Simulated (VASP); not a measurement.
Set up this calculation in VASP 6.6.1, as the native input.

* Task: single point
* Functional: PBEsol
* Potentials or basis: VASP PAW PBE potentials, release 64 (Ba_sv, Ti_sv, O)
* Cutoff: 520 eV
* k mesh: 6 × 6 × 6
* Occupations: fermi-dirac, width 0.02 eV
* Spin: no spin polarisation
* Dipole correction: no
* Further INCAR settings: ALGO = Normal; EDIFF = 1e-07; NBANDS = 28

The structure of BaTiO3 lies in POSCAR:

```
BaTiO3
1.0
    3.9699011555      0.0000000000      0.0000000000
    0.0000000000      3.9699011555      0.0000000000
    0.0000000000      0.0000000000      3.9699011555
Ba Ti O
1 1 3
Direct
    0.5000000000      0.5000000000      0.5000000000
    0.0000000000      0.0000000000      0.0000000000
    0.5000000000      0.0000000000      0.0000000000
    0.0000000000      0.5000000000      0.0000000000
    0.0000000000      0.0000000000      0.5000000000
```

One way to write it, as run:

INCAR

```
PREC = Accurate
ENCUT = 520
EDIFF = 1E-7
ISMEAR = -1
SIGMA = 0.02
LREAL = F
LASPH = T
NELM = 60
ALGO = Normal
ISIF = 2
LWAVE = F
LCHARG = F
GGA = PS
NBANDS = 28
```

KPOINTS

```
Automatic mesh
0
Gamma
  6 6 6
```

Potentials or basis: VASP PAW PBE potentials, release 64 (Ba_sv, Ti_sv, O).

The run is started by

```bash
$ cat potpaw_PBE.64/Ba_sv/POTCAR potpaw_PBE.64/Ti_sv/POTCAR potpaw_PBE.64/O/POTCAR > POTCAR
$ mpirun -np 1 vasp_std > vasp.out
```

Results of the run:

* Pressure: 2.0 GPa
* Band gap on the k mesh: 1.74 eV (least direct gap 1.86 eV)

Caveat: the PAW data sets were made with another functional, which shifts forces and pressure a little; spin-orbit coupling is left out, which moves the levels of the heavy elements.

Run time: 64 s on 1 thread of Intel Xeon 8259CL (shared host), peak memory 0.19 GiB.
